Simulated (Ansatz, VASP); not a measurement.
# GaN: VASP beside Ansatz

Contents of POSCAR:

```
GaN
1.0
    0.0000000000      2.1085153689      2.1085153689
    2.1085153689      0.0000000000      2.1085153689
    2.1085153689      2.1085153689      0.0000000000
Ga N
1 1
Direct
    0.5000000000      0.5000000000      0.5000000000
    0.0000000000      0.0000000000      0.0000000000
```

Contents of INCAR.step1:

```
PREC = Accurate
ENCUT = 520
EDIFF = 1E-5
ISMEAR = 0
SIGMA = 0.01
LREAL = F
LASPH = T
NELM = 80
ALGO = Normal
ISIF = 2
LWAVE = T
LCHARG = F
NBANDS = 16
GGA = PE
```

INCAR.step2

```
PREC = Accurate
ENCUT = 520
EDIFF = 1E-6
ISMEAR = 0
SIGMA = 0.01
LREAL = F
LASPH = T
NELM = 80
ALGO = Normal
ISIF = 2
LWAVE = F
LCHARG = F
GGA = PE
LHFCALC = T
HFSCREEN = 0.2079
PRECFOCK = Normal
NBANDS = 16
ISTART = 1
```

KPOINTS

```
regular mesh
0
Gamma
  6 6 6
```

Input for Ansatz:

```yaml
crystal:
  lattice:
    - [0.0, 2.1085153689, 2.1085153689]
    - [2.1085153689, 0.0, 2.1085153689]
    - [2.1085153689, 2.1085153689, 0.0]
  atoms:
    - { symbol: Ga, position: [0.5, 0.5, 0.5] }
    - { symbol: "N", position: [0.0, 0.0, 0.0] }
kpoints:
  mp_grid: { grid: [6, 6, 6] }
hamiltonian:
  xc: hse06
scf:
  occupations: { method: fixed }
  n_extra_bands: 4
output:
  forces: true
  stress: true
  eigenvalues: true
```

Alike in both runs: task single point; functional HSE06; k mesh 6 × 6 × 6; no spin polarisation.

```csv
,VASP,Ansatz
version,VASP 6.6.1,Ansatz 0.2.0
potentials or method,"VASP PAW PBE potentials, release 64 (Ga_d, N)","plane waves, PAW"
plane-wave cutoff (eV),520,420
occupations,"gaussian, width 0.01 eV",fixed
valence electrons in the cell,18,18
```

VASP gave:

- gap on the k mesh at the Fermi level (eV): 1.89
- pressure (GPa): -0.4

Problem. Estimate Ansatz's values.

Solution. gap on the k mesh at the Fermi level (eV): 1.90; pressure (GPa): -1.5.

Ansatz's warnings: stress exchange threshold loose, stress scf threshold loose.

The k mesh is coarse, so the values compare programs but aren't converged.
